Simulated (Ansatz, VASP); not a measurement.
**One calculation of Br, two programs**

INCAR

```
ALGO = Normal
EDIFF = 1E-6
ENCUT = 520
GGA = PE
ISIF = 2
ISMEAR = -1
LASPH = True
LCHARG = False
LREAL = False
LWAVE = False
NBANDS = 18
NELM = 60
PREC = Accurate
SIGMA = 0.1
```

The input KPOINTS:

```
k-points
0
Gamma
  8 8 10
```

The input POSCAR:

```
Br
1.0
    6.8599831658      0.0000000000      0.0000000000
   -3.4299915829      5.9409196912      0.0000000000
    0.0000000000      0.0000000000      2.6012416441
Br
3
Direct
    0.0000000000      0.0000000000      0.0000000000
    0.3333333333      0.6666666667      0.5000000000
    0.6666666667      0.3333333333      0.5000000000
```

Input for Ansatz:

```yaml
crystal:
  lattice:
    - [6.8599831658, 0.0, 0.0]
    - [-3.4299915829, 5.9409196912, 0.0]
    - [0.0, 0.0, 2.6012416441]
  atoms:
    - { symbol: Br, position: [0.0, 0.0, 0.0] }
    - { symbol: Br, position: [0.3333333333, 0.6666666667, 0.5] }
    - { symbol: Br, position: [0.6666666667, 0.3333333333, 0.5] }
kpoints:
  mp_grid: { grid: [8, 8, 10] }
scf:
  occupations: { method: fermi_dirac, width: 0.1 }
hamiltonian:
  xc: pbe
  pseudopotentials: { kind: all_electron, lapw: { basis_error: 0.001 } }
output:
  forces: true
  stress: true
  eigenvalues: true
  populations: true
```

Change from the starting cell: volume scaled by 0.84, LAPW.

Alike in both runs: task single point; functional PBE; k mesh 8 × 8 × 10; occupations fermi-dirac, width 0.1 eV; no spin polarisation.

```csv
,VASP,Ansatz
version,VASP 6.6.1,Ansatz 0.2.0
potentials or method,"VASP PAW PBE potentials, release 64 (Br), cutoff 520 eV","all-electron LAPW, scalar-relativistic"
```

|  | VASP | Ansatz | Ansatz less VASP |
| --- | --- | --- | --- |
| pressure (GPa) | 0.4 | 0.4 | +0.02 |

Ansatz ran all-electron here, and VASP with PAW potentials.
